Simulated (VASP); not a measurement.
# SrO (Fm-3m) in VASP: further runs

Aim: see how the results for SrO move with the level of theory and the settings. Levels: r2SCAN50, HF, revPBE+D3(BJ), PBE-based screened hybrid with 25 % exact exchange. Tasks: single point.

Program: VASP 6.6.1. These are calculated values, not measurements. Logs are shortened: lines on timing, memory, paths and dates and some standing lists are left out, and cuts for length are marked.

**1. The cell of the first run**

Symmetry: Fm-3m, No. 225, cubic system. The conventional cell has a = 5.133 Å, b = 5.133 Å, c = 5.133 Å, α = 90.00°, β = 90.00°, γ = 90.00°. Sr (site symmetry m-3m) has 6 O at 2.57 Å within 3.4 Å. O (site symmetry m-3m) has 6 Sr at 2.57 Å within 3.4 Å.

**2. Single point, r2SCAN50**

POSCAR reads:

```
SrO
1.0
    0.0000000000      2.5663000000      2.5663000000
    2.5663000000      0.0000000000      2.5663000000
    2.5663000000      2.5663000000      0.0000000000
Sr O
1 1
Direct
    0.5000000000      0.5000000000      0.5000000000
    0.0000000000      0.0000000000      0.0000000000
```

INCAR.step1 reads:

```
SYSTEM = SrO
PREC = Accurate
ENCUT = 520
EDIFF = 1E-5
ISMEAR = -1
SIGMA = 0.05
LREAL = .False.
LASPH = .True.
NELM = 100
ALGO = Normal
ISIF = 2
LWAVE = .True.
LCHARG = .False.
GGA = PE
NBANDS = 15
```

INCAR.step2 reads:

```
SYSTEM = SrO
PREC = Accurate
ENCUT = 520
EDIFF = 1E-7
ISMEAR = -1
SIGMA = 0.05
LREAL = .False.
LASPH = .True.
NELM = 100
ALGO = Normal
ISIF = 2
LWAVE = .False.
LCHARG = .False.
METAGGA = R2SCAN
LHFCALC = .True.
AEXX = 0.5
LMIXTAU = .True.
PRECFOCK = Normal
ISTART = 1
NBANDS = 15
```

KPOINTS reads:

```
regular mesh
0
Gamma
  5 5 5
  0 0 0
```

Potentials or basis: VASP PAW PBE potentials, release 64 (Sr_sv, O).

Started as:

```sh
> cat potpaw_PBE.64/Sr_sv/POTCAR potpaw_PBE.64/O/POTCAR > POTCAR
> cp INCAR.step1 INCAR
> mpirun -np 1 vasp_std > vasp.out
> cp INCAR.step2 INCAR
> mpirun -np 1 vasp_std > vasp.out
```

OUTCAR:

```text
SYSTEM = SrO
   PREC = Accurate
   ENCUT = 520
   EDIFF = 1E-7
   ISMEAR = -1
   LREAL = .False.
   LASPH = .True.
   NELM = 100
   ISIF = 2
   METAGGA = R2SCAN
   LHFCALC = .True.
   AEXX = 0.5
   PRECFOCK = Normal
   ISTART = 1

 ion  position               nearest neighbor table
   1  0.500  0.500  0.500-   2 2.57   2 2.57   2 2.57   2 2.57   2 2.57   2 2.57
   2  0.000  0.000  0.000-   1 2.57   1 2.57   1 2.57   1 2.57   1 2.57   1 2.57

  LATTYP: Found a face centered cubic cell.
 ALAT       =     5.1326000000

  Lattice vectors:

 A1 = (   0.0000000000,   2.5663000000,   2.5663000000)
 A2 = (   2.5663000000,   0.0000000000,   2.5663000000)
 A3 = (   2.5663000000,   2.5663000000,   0.0000000000)

Analysis of symmetry for initial positions (statically):
=====================================================================
 Subroutine PRICEL returns:
 Original cell was already a primitive cell.

 Routine SETGRP: Setting up the symmetry group for a
 face centered cubic supercell.

 Subroutine GETGRP returns: Found 48 space group operations
 (whereof 48 operations were pure point group operations)
 out of a pool of 48 trial point group operations.

The static configuration has the point symmetry O_h .

Analysis of symmetry for dynamics (positions and initial velocities):
=====================================================================
 Subroutine PRICEL returns:
 Original cell was already a primitive cell.

 Routine SETGRP: Setting up the symmetry group for a
 face centered cubic supercell.

 Subroutine GETGRP returns: Found 48 space group operations
 (whereof 48 operations were pure point group operations)
 out of a pool of 48 trial point group operations.

The dynamic configuration has the point symmetry O_h .

 Subroutine INISYM returns: Found 48 space group operations
 (whereof 48 operations are pure point group operations),
 and found     1 'primitive' translations

----------------------------------------------------------------------------------------

                                     Primitive cell

  volume of cell :      33.8028

  direct lattice vectors                    reciprocal lattice vectors
     0.000000000  2.566300000  2.566300000    -0.194833028  0.194833028  0.194833028
     2.566300000  0.000000000  2.566300000     0.194833028 -0.194833028  0.194833028
     2.566300000  2.566300000  0.000000000     0.194833028  0.194833028 -0.194833028

  length of vectors
     3.629296265  3.629296265  3.629296265     0.337460704  0.337460704  0.337460704

  position of ions in fractional coordinates (direct lattice)
     0.500000000  0.500000000  0.500000000
     0.000000000  0.000000000  0.000000000

  ion indices of the primitive-cell ions
   primitive index   ion index
                 1           1
                 2           2

----------------------------------------------------------------------------------------

 KPOINTS: regular mesh

Automatic generation of k-mesh.
 Grid dimensions read from file:
 generate k-points for:    5    5    5

 Generating k-lattice:

  Cartesian coordinates                     Fractional coordinates (reciprocal lattice)
    -0.038966606  0.038966606  0.038966606     0.200000000  0.000000000  0.000000000
     0.038966606 -0.038966606  0.038966606     0.000000000  0.200000000  0.000000000
     0.038966606  0.038966606 -0.038966606     0.000000000  0.000000000  0.200000000

  Length of vectors
     0.067492141  0.067492141  0.067492141

  Shift w.r.t. Gamma in fractional coordinates (k-lattice)
     0.000000000  0.000000000  0.000000000

 Subroutine IBZKPT returns following result:
 ===========================================

 Found     10 irreducible k-points:

 Following reciprocal coordinates:
            Coordinates               Weight
  0.000000  0.000000  0.000000      1.000000
  0.200000  0.000000  0.000000      8.000000
  0.400000  0.000000  0.000000      8.000000
  0.200000  0.200000  0.000000      6.000000
  0.400000  0.200000  0.000000     24.000000
 -0.400000  0.200000  0.000000     24.000000
 -0.200000  0.200000  0.000000     12.000000
  0.400000  0.400000  0.000000      6.000000
 -0.400000  0.400000  0.000000     12.000000
 -0.400000  0.400000  0.200000     24.000000
   k-points           NKPTS =     10   k-points in BZ     NKDIM =    125   number of bands    NBANDS=     15
   number of dos      NEDOS =    301   number of ions     NIONS =      2
   total plane-waves  NPLWV =  21952
   dimension x,y,z NGX =    28 NGY =   28 NGZ =   28
   dimension x,y,z NGXF=    56 NGYF=   56 NGZF=   56
   ions per type =               1   1
   NGX,Y,Z   is equivalent  to a cutoff of  12.83, 12.83, 12.83 a.u.
   NGXF,Y,Z  is equivalent  to a cutoff of  25.65, 25.65, 25.65 a.u.
 SYSTEM =  SrO
   PREC   = accura    normal or accurate (medium, high low for compatibility)
   ISTART =      1    job   : 0-new  1-cont  2-samecut
   ICHARG =      0    charge: 1-file 2-atom 10-const
   ISPIN  =      1    spin polarized calculation?
   LNONCOLLINEAR =      F non collinear calculations
   LSORBIT =      F    spin-orbit coupling
   LASPH  =      T    aspherical Exc in radial PAW
   ENCUT  =  520.0 eV  38.22 Ry    6.18 a.u.   6.75  6.75  6.75*2*pi/ulx,y,z
   NELM   =    100;   NELMIN=  2; NELMDL=  0     # of ELM steps
   EDIFF  = 0.1E-06   stopping-criterion for ELM
   LREAL  =      F    real-space projection
   EDIFFG = 0.1E-05   stopping-criterion for IOM
   NSW    =      0    number of steps for IOM
   IBRION =     -1    ionic relax: 0-MD 1-quasi-New 2-CG
   NFREE  =      0    steps in history (QN), initial steepest desc. (CG)
   ISIF   =      2    stress and relaxation
   ISYM   =      3    0-nonsym 1-usesym 2-fastsym
   POTIM  = 0.5000    time-step for ionic-motion
   TEBEG  =    0.0;   TEEND  =   0.0 temperature during run
   PSTRESS=    0.0 pullay stress
   NELECT =      16.0000    total number of electrons
   NUPDOWN=      -1.0000    fix difference up-down
   EMIN   =  10.00;   EMAX   =-10.00  energy-range for DOS
   EFERMI =   0.00;   METHOD = LEGACY
   ISMEAR =    -1;   SIGMA  =   0.05  broadening in eV -4-tet -1-fermi 0-gaus
   EFERMI_NEDOS =   21; number of points for ismear=-14 and -15
   IALGO  =     38    algorithm
   IMIX   =      1    mixing-type and parameters
     AMIX     =   0.40;   BMIX     =  1.00
     AMIX_MAG =   1.60;   BMIX_MAG =  1.00
  volume/ion in A,a.u.               =      16.90       114.06
  Fermi-wavevector in a.u.,A,eV,Ry     =   1.275843  2.410995 22.147245  1.627777
  Thomas-Fermi vector in A             =   2.408533
   LORBIT       =      0    0 simple, 1 ext, 2 COOP (PROOUT), +10 PAW based schemes
   METAGGA = R2SCAN    functional components
   LHFCALC =     T    Hartree Fock is set to
   PRECFOCK=normal    Normal, Fast or Accurate (Low or Medium for compatibility)
   ENCUT4O =  -1.0   cutoff for four orbital integrals eV
   NKREDX  =     1    reduce k-point grid by
   NKREDY  =     1    reduce k-point grid by
   NKREDZ  =     1    reduce k-point grid by
   AEXX    =    0.5000 exact exchange contribution
   HFSCREEN=    0.0000 screening length (either q_TF or 0.3 A-1)
   HFSCREENC=   0.0000 screening length for correlation (either q_TF or 0.3 A-1)
   ENCUTFOCK=  -1.0 apply spherical cutoff to Coloumb kernel
   IVDW    =     0    specifies the selected vdW correction
   LEPSILON=     F    determine dielectric tensor
   LRPA    =     F    only Hartree local field effects (RPA)
 non-spin polarized calculation
  energy-cutoff  :      520.00
  volume of cell :       33.80
 maximum number of plane-waves:       941
  NGX = 24; NGY = 24; NGZ = 24

 number of electron      15.9999996 magnetization

 Free energy of the ion-electron system (eV)
  ---------------------------------------------------
  ext. energy  EPLUGINS =         0.00000000
  ---------------------------------------------------
  free energy    TOTEN  =       -25.31528943 eV

  energy without entropy =      -25.31528943  energy(sigma->0) =      -25.31528943

 E-fermi :  -0.2634     XC(G=0):  -5.9432

 val. band max:       -1.4405736123   @ k =   0.0000   0.0000   0.0000
 cond. band min:       6.7131864343   @ k =   0.4000   0.4000   0.0000
 fundamental gap:      8.1537600466
 Fermi energy:        -0.2633553367

 k-point     1 :       0.0000    0.0000    0.0000
  band No.  band energies     occupation
      1     -37.9758      2.00000
      2     -19.7433      2.00000
      3     -16.7760      2.00000
      4     -16.7760      2.00000
      5     -16.7760      2.00000
      6      -1.4406      2.00000
      7      -1.4406      2.00000
      8      -1.4406      2.00000
      9       7.2844      0.00000
     10       9.9219      0.00000
     11       9.9219      0.00000
     12       9.9219      0.00000
     13      12.3815      0.00000
     14      12.3815      0.00000
     15      16.1005      0.00000

 k-point     2 :       0.2000    0.0000    0.0000
  band No.  band energies     occupation
      1     -37.9197      2.00000
      2     -20.2002      2.00000
      3     -16.8017      2.00000
      4     -16.8017      2.00000
      5     -16.4338      2.00000
      6      -2.4253      2.00000
      7      -1.9261      2.00000
      8      -1.9261      2.00000
      9       8.9445      0.00000
     10       9.5885      0.00000
     11      10.7817      0.00000
     12      10.7817      0.00000
     13      13.5072      0.00000
     14      13.5072      0.00000
     15      18.6582      0.00000

 k-point     3 :       0.4000    0.0000    0.0000
  band No.  band energies     occupation
      1     -37.8271      2.00000
      2     -20.8027      2.00000
      3     -16.8425      2.00000
      4     -16.8425      2.00000
      5     -16.0188      2.00000
      6      -3.6523      2.00000
      7      -2.6111      2.00000
      8      -2.6111      2.00000
      9      10.0716      0.00000
     10      11.4673      0.00000
     11      12.6256      0.00000
     12      12.6256      0.00000
     13      15.8456      0.00000
     14      15.8456      0.00000
     15      19.8427      0.00000

 k-point     4 :       0.2000    0.2000    0.0000
  band No.  band energies     occupation
      1     -37.9020      2.00000
      2     -20.1507      2.00000
      3     -16.9240      2.00000
      4     -16.9240      2.00000
      5     -16.4564      2.00000
      6      -2.8243      2.00000
      7      -1.5755      2.00000
      8      -1.5755      2.00000
      9       8.2792      0.00000
     10       8.9354      0.00000
     11      11.7057      0.00000
     12      11.7057      0.00000
     13      12.9837      0.00000
     14      14.3350      0.00000
     15      19.3603      0.00000
[... 55 lines left out ...]
 k-point     8 :       0.4000    0.4000    0.0000
  band No.  band energies     occupation
      1     -37.7850      2.00000
      2     -19.9456      2.00000
      3     -17.4686      2.00000
      4     -17.1626      2.00000
      5     -17.1626      2.00000
      6      -2.3112      2.00000
      7      -1.5715      2.00000
      8      -1.5715      2.00000
      9       6.7132      0.00000
     10      11.2515      0.00000
     11      14.2210      0.00000
     12      14.5717      0.00000
     13      14.9359      0.00000
     14      14.9359      0.00000
     15      19.3147      0.00000

 k-point     9 :      -0.4000    0.4000    0.0000
  band No.  band energies     occupation
      1     -37.7656      2.00000
      2     -20.0637      2.00000
      3     -17.7686      2.00000
      4     -17.1192      2.00000
      5     -16.8509      2.00000
      6      -2.2139      2.00000
      7      -1.9766      2.00000
      8      -1.9296      2.00000
      9       7.6219      0.00000
     10      12.2672      0.00000
     11      12.5834      0.00000
     12      14.8137      0.00000
     13      15.2138      0.00000
     14      17.3399      0.00000
     15      17.8678      0.00000

 k-point    10 :      -0.4000    0.4000    0.2000
  band No.  band energies     occupation
      1     -37.7756      2.00000
      2     -20.2958      2.00000
      3     -17.3992      2.00000
      4     -17.3628      2.00000
      5     -16.4667      2.00000
      6      -2.7720      2.00000
      7      -2.2382      2.00000
      8      -1.8667      2.00000
      9       8.7623      0.00000
     10      10.7367      0.00000
     11      12.8373      0.00000
     12      14.6844      0.00000
     13      15.6895      0.00000
     14      17.3776      0.00000
     15      18.1137      0.00000

------------------------ aborting loop because EDIFF is reached ----------------------------------------

  FORCE on cell =-STRESS in cart. coord.  units (eV):
  Direction    XX          YY          ZZ          XY          YZ          ZX
  --------------------------------------------------------------------------------------
  -------------------------------------------------------------------------------------
  Total       -0.1381793     -0.1381793     -0.1381793      0.0000000      0.0000000      0.0000000
  in kB       -6.5493967     -6.5493967     -6.5493967      0.0000000      0.0000000      0.0000000
  external PRESSURE =      -6.5493967 kB  Pullay stress =       0.0000000 kB

 VOLUME and BASIS-vectors are now :
 -----------------------------------------------------------------------------
  energy-cutoff  :      520.00
  volume of cell :       33.80
      direct lattice vectors                 reciprocal lattice vectors
     0.000000000  2.566300000  2.566300000    -0.194833028  0.194833028  0.194833028
     2.566300000  0.000000000  2.566300000     0.194833028 -0.194833028  0.194833028
     2.566300000  2.566300000  0.000000000     0.194833028  0.194833028 -0.194833028

 POSITION                                       TOTAL-FORCE (eV/Angst)
 -----------------------------------------------------------------------------------
      2.56630      2.56630      2.56630        -0.000000     -0.000000      0.000000
      0.00000      0.00000      0.00000         0.000000      0.000000     -0.000000
 -----------------------------------------------------------------------------------
    total drift:                               -0.000000      0.000000      0.000000

  FREE ENERGIE OF THE ION-ELECTRON SYSTEM (eV)
  ---------------------------------------------------
  free  energy   TOTEN  =       -25.3152894315 eV

  energy  without entropy=      -25.3152894315  energy(sigma->0) =      -25.31528943
```

It took 34 min on 1 thread of AMD EPYC 7R43 (Zen 3), shared host; peak memory 0.14 GiB.

Results:

```yaml
Free_energy: -25.3153 eV
Pressure: -0.7 GPa
Band_gap_on_the_k_mesh: 8.15 eV (least direct gap 8.28 eV)
```

Caveat: the k points lie up to 0.42 Å⁻¹ apart; the PAW data sets were made with another functional, which shifts forces and pressure a little; an odd mesh through Γ misses points on the zone boundary, where band edges can lie.

**3. Single point, HF**

POSCAR is that of step 2.

INCAR.step1 reads:

```
SYSTEM = SrO
ALGO     = Normal         ! electronic algorithm
EDIFF    = 1E-5           ! SCF threshold, eV
ENCUT    = 520            ! plane-wave cutoff, eV
GGA      = PE             ! functional
ISIF     = 2              ! what is computed and relaxed
ISMEAR   = -1             ! smearing method
LASPH    = .TRUE.         ! aspherical terms in the spheres
LREAL    = .FALSE.        ! projectors in reciprocal space
LWAVE    = .TRUE.         ! write WAVECAR
NBANDS   = 15             ! bands
NELM     = 60             ! most SCF steps
PREC     = Accurate       ! precision mode
SIGMA    = 0.05           ! smearing width, eV
```

INCAR.step2 reads:

```
SYSTEM = SrO
AEXX     = 1.0            ! exact-exchange fraction
AGGAC    = 0.0          
ALDAC    = 0.0          
ALGO     = Normal         ! electronic algorithm
EDIFF    = 1E-6           ! SCF threshold, eV
ENCUT    = 520            ! plane-wave cutoff, eV
GGA      = PE             ! functional
ISIF     = 2              ! what is computed and relaxed
ISMEAR   = -1             ! smearing method
ISTART   = 1            
LASPH    = .TRUE.         ! aspherical terms in the spheres
LCHARG   = .TRUE.         ! write CHGCAR
LELF     = .TRUE.         ! ELF
LHFCALC  = .TRUE.         ! exact exchange
LREAL    = .FALSE.        ! projectors in reciprocal space
LVHAR    = .TRUE.       
LWAVE    = .FALSE.        ! write WAVECAR
NBANDS   = 15             ! bands
NELM     = 60             ! most SCF steps
PREC     = Accurate       ! precision mode
PRECFOCK = Normal       
SIGMA    = 0.05           ! smearing width, eV
```

KPOINTS reads:

```
k-points
0
G
  5 5 5
  0 0 0
```

Potentials or basis: VASP PAW PBE potentials, release 64 (Sr_sv, O).

Started as:

```sh
> cat potpaw_PBE.64/Sr_sv/POTCAR potpaw_PBE.64/O/POTCAR > POTCAR
> cp INCAR.step1 INCAR
> mpirun -np 1 vasp_std > vasp.out
> cp INCAR.step2 INCAR
> mpirun -np 1 vasp_std > vasp.out
```

Run time: 44 min. Hardware: 1 thread of AMD EPYC 7R43 (Zen 3), shared host; peak memory 0.15 GiB.

The run converged. Its results:

```yaml
Free_energy: -21.3512 eV
Pressure: 5.5 GPa
Band_gap_on_the_k_mesh: 13.09 eV (least direct gap 13.21 eV)
```

Levels at points of the mesh, in eV from the valence-band top:
```tsv
k point	band 5	band 6	band 7	band 8	band 9	band 10	band 11	band 12
(0.00, 0.00, 0.00)	-16.09	0.00	0.00	0.00	13.72	16.51	16.51	16.51
```

Caveat: the k points lie up to 0.42 Å⁻¹ apart; the PAW data sets were made with another functional, which shifts forces and pressure a little; an odd mesh through Γ misses points on the zone boundary, where band edges can lie.

(Continued in part 2 of 2.)
